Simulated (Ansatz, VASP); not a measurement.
## Two plane-wave programs on PbS

```
CELL_PARAMETERS angstrom
3.63163 0.00000 0.00000
0.00000 3.63163 0.00000
0.00000 0.00000 3.63163
ATOMIC_POSITIONS crystal
Pb 0.00000 0.00000 0.00000
S 0.50000 0.50000 0.50000
```

Alike in both runs: task single point; functional PBEsol; k mesh 6 × 6 × 6; occupations gaussian, width 0.05 eV; no spin polarisation.

|  | VASP | Ansatz |
| --- | --- | --- |
| version | VASP 6.6.1 | Ansatz 0.2.0 |
| potentials or method | VASP PAW PBE potentials, release 64 (Pb_d, S), cutoff 500 eV | scalar-relativistic, plane waves, PAW |
| valence electrons in the cell | 20 | 20 |

```tsv
	VASP	Ansatz	Ansatz less VASP
gap on the k mesh at the Fermi level (eV)	none	none	-
pressure (GPa)	-2.3	-2.3	+0.04
```

VASP's potentials were made for PBE, not for PBEsol. A gap of «none» marks a metal or a gap that the smearing closes.

Spin-orbit coupling is off throughout.
